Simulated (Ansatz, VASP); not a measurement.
# Two plane-wave programs on Ca

INCAR

```
PREC = Accurate ; ENCUT = 600
EDIFF = 1E-7 ; ISMEAR = 1
SIGMA = 0.1 ; LREAL = F
LASPH = T ; NELM = 100
ALGO = Normal ; ISIF = 3
LWAVE = F ; LCHARG = F
GGA = PS ; IBRION = 2
NSW = 60 ; EDIFFG = -0.005
```

File KPOINTS:

```
regular mesh
0
Gamma
  17 17 17
```

The input POSCAR:

```
Ca
1.0
    0.0000000000      2.7900000000      2.7900000000
    2.7900000000      0.0000000000      2.7900000000
    2.7900000000      2.7900000000      0.0000000000
Ca
1
Direct
    0.0000000000      0.0000000000      0.0000000000
```

Input for Ansatz:

```yaml
crystal:
  lattice:
    - [0.0, 2.79, 2.79]
    - [2.79, 0.0, 2.79]
    - [2.79, 2.79, 0.0]
  atoms:
    - { symbol: Ca, position: [0.0, 0.0, 0.0] }
kpoints:
  mp_grid: { grid: [17, 17, 17] }
scf:
  occupations: { method: cold, width: 0.1 }
hamiltonian:
  xc: pbesol
  pseudopotentials: { kind: paw }
output:
  forces: true
  stress: true
  populations: false
relax:
  f_tol: 0.005
  max_steps: 40
  cell: {}
```

Alike in both runs: task relaxation of cell and atoms; functional PBEsol; k mesh 17 × 17 × 17; no spin polarisation.

|  | VASP | Ansatz |
| --- | --- | --- |
| version | VASP 6.6.1 | Ansatz 0.2.0 |
| potentials or method | VASP PAW PBE potentials, release 64 (Ca_sv) | plane-wave PAW, scalar-relativistic |
| plane-wave cutoff (eV) | 600 | 420 |
| occupations | methfessel-paxton of order 1, width 0.1 eV | cold, width 0.1 eV |
| valence electrons in the cell | 10 | 10 |

```tsv
	VASP	Ansatz	Ansatz less VASP
relaxed volume (Å³/atom)	40.65	40.58	-0.068
relaxed length of the cell vector where the two differ most in proportion (Å)	3.859	3.857	-0.0022
```

VASP's potentials were made for PBE, not for PBEsol.
